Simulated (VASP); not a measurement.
MnAs: single point with PBEsol

Crystal: MnAs.

```
Mn As
1.0
     3.44705    0.00000    0.00000
    -1.72352    2.98523    0.00000
     0.00000    0.00000    5.22126
Mn As
2 2
Cartesian
  0.0000 0.0000 0.0000
  0.0000 0.0000 2.6106
  0.0000 1.9902 1.3053
  1.7235 0.9951 3.9159
```

```
Program                : VASP 6.6.1
Task                   : single point
Functional             : PBEsol
Potentials or basis    : VASP PAW PBE potentials, release 64 (Mn_pv, As)
Cutoff                 : 520 eV
k mesh                 : 12 × 12 × 8
Occupations            : gaussian, width 0.1 eV
Spin                   : collinear spin, ferromagnetic start
Starting moments       : [2.66, 2.66, 0.0, 0.0] μB
Dipole correction      : no
Further INCAR settings : ALGO = Normal; EDIFF = 1e-07; NBANDS = 30
```

```
Pressure                                              : 12.1 GPa
Net moment                                            : 3.86 μB per cell
Site moments                                          : Mn +1.97; As -0.07 μB
Valence electrons inside the program's atomic spheres : Mn 12.01; As 2.92
```

Levels at points of the mesh, in eV from the Fermi level:
Spin up:
```tsv
k point	band 16	band 17	band 18	band 19	band 20	band 21	band 22	band 23	band 24	band 25
(0.00, 0.00, 0.00)	-2.33	-1.02	-1.02	0.89	1.06	1.06	2.34	4.37	4.48	4.48
(0.50, 0.00, 0.00)	-1.73	-1.49	-1.48	-1.47	-1.06	-0.79	1.01	2.53	4.86	5.77
(0.00, 0.00, 0.50)	-2.13	-2.13	-2.13	-0.11	-0.11	3.33	3.33	3.33	3.33	6.59
(0.50, 0.00, 0.50)	-2.23	-1.56	-1.56	-1.21	-1.21	1.29	1.29	2.91	2.91	5.33
```
Spin down:
| k point | band 14 | band 15 | band 16 | band 17 | band 18 | band 19 |
| --- | --- | --- | --- | --- | --- | --- |
| (0.00, 0.00, 0.00) | -1.11 | -0.70 | -0.70 | 0.86 | 0.86 | 1.10 |
| (0.50, 0.00, 0.00) | -2.50 | -2.30 | 0.20 | 0.25 | 0.25 | 0.26 |
| (0.00, 0.00, 0.50) | -2.79 | -0.36 | -0.36 | -0.36 | -0.36 | 0.82 |
| (0.50, 0.00, 0.50) | -2.96 | -0.84 | -0.84 | 0.46 | 0.46 | 0.62 |

Wall time 2.1 min on 1 thread of Intel(R) Xeon(R) 6975P-C (Granite Rapids) (shared host), peak memory 0.35 GiB.

Caveat: the cell stands under pressure; the PAW data sets were made with another functional, which shifts forces and pressure a little; only a ferromagnetic start was run, and an antiferromagnetic order may lie lower in energy.
